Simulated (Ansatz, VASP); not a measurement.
**Two plane-wave programs on SiNi2**

```
Ni Si
1.0
     4.99000    0.00000    0.00000
     0.00000    3.72000    0.00000
     0.00000    0.00000    7.03000
Ni Si
8 4
Cartesian
  1.6218 2.7900 6.5871
  3.3683 0.9300 0.4429
  0.8732 0.9300 3.0721
  4.1167 2.7900 3.9579
  2.2854 2.7900 2.0879
  2.7046 0.9300 4.9421
  0.2096 0.9300 5.6029
  4.7804 2.7900 1.4271
  3.9221 2.7900 6.2286
  1.0679 0.9300 0.8014
  3.5629 0.9300 2.7136
  1.4271 2.7900 4.3164
```

Alike in both runs: functional BLYP; k mesh 6 × 7 × 4; occupations fermi-dirac, width 0.05 eV; collinear spin.

|  | VASP | Ansatz |
| --- | --- | --- |
| version | VASP 6.6.1 | Ansatz 0.2.0 |
| potentials or method | VASP PAW PBE potentials, release 64 (Ni, Si) | Ansatz PAW |
| plane-wave cutoff (eV) | 600 | 420 |
| valence electrons in the cell | 96 | 160 |
| task | single point | band structure |

```tsv
	VASP	Ansatz	Ansatz less VASP
gap on the k mesh at the Fermi level (eV)	none	none	-
pressure (GPa)	13.2	12.6	-0.53
traceless stress, the component that is largest in VASP (GPa)	-0.44	-0.51	-0.071
rms of the force components (eV/Å)	0.136	0.137	+0.0007
net moment per atom (μB)	0.00	0.00	0.000
```

VASP's potentials were made for PBE, not for BLYP. Atom by atom the forces differ by 0.008 eV/Å (rms over components). A gap of «none» marks a metal or a gap that the smearing closes. With one functional, cell and mesh, what is left measures potentials, basis and numerics. VASP's potentials hold 96 valence electrons a cell and Ansatz's 160, so a difference there can come from the potentials and not from the codes.
